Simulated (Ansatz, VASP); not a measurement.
Two plane-wave programs on As

Contents of INCAR:

```
SYSTEM = As
ALGO = Normal ; EDIFF = 1E-8
ENCUT = 520 ; GGA = PE
ISIF = 2 ; ISMEAR = -1
LASPH = .True. ; LCHARG = .False.
LEFG = .True. ; LREAL = .False.
LWAVE = .False. ; NBANDS = 8
NELM = 60 ; PREC = Accurate
SIGMA = 0.05
```

Contents of KPOINTS:

```
k-points
0
Gamma
  16 16 16
  0 0 0
```

File POSCAR:

```
As
1.0
   -1.6839830485      1.6839830485      1.6839830485
    1.6839830485     -1.6839830485      1.6839830485
    1.6839830485      1.6839830485     -1.6839830485
As
1
Direct
    0.0000000000      0.0000000000      0.0000000000
```

Input for Ansatz:

```yaml
crystal:
  lattice:
    - [-1.6839830485, 1.6839830485, 1.6839830485]
    - [1.6839830485, -1.6839830485, 1.6839830485]
    - [1.6839830485, 1.6839830485, -1.6839830485]
  atoms:
    - { symbol: As, position: [0.0, 0.0, 0.0] }
kpoints:
  mp_grid: { grid: [16, 16, 16] }
  band_path:
    path:
      - [0.0, 0.0, 0.0]
      - [0.5, -0.5, 0.5]
      - [0.0, 0.0, 0.5]
      - [0.0, 0.0, 0.0]
      - [0.25, 0.25, 0.25]
      - [0.5, -0.5, 0.5]
      - [0.25, 0.25, 0.25]
      - [0.0, 0.0, 0.5]
    npoints: 8
scf:
  occupations: { method: fermi_dirac, width: 0.05 }
hamiltonian:
  xc: pbe
  pseudopotentials: { kind: paw }
output:
  forces: true
  stress: true
  eigenvalues: true
  efg: { contact_densities: true }
  populations: true
  bader: true
  dos: { projected: true, de: 0.2, e_range: [-14, 8] }
```

Alike in both runs: task electric field gradients; functional PBE; k mesh 16 × 16 × 16; occupations fermi-dirac, width 0.05 eV; no spin polarisation.

|  | VASP | Ansatz |
| --- | --- | --- |
| version | VASP 6.6.1 | Ansatz 0.2.0 |
| potentials or method | VASP PAW PBE potentials, release 64 (As) | PAW with Ansatz's default frozen-core files, scalar-relativistic |
| plane-wave cutoff (eV) | 520 | 420 |
| valence electrons in the cell | 5 | 15 |

VASP gave:

```
pressure (GPa) : 0.1
```

Question: What did Ansatz give for the same quantities?

Answer: Pressure (GPa): 0.0.

VASP's potentials hold 5 valence electrons a cell and Ansatz's 15, so a difference there can come from the potentials and not from the codes.
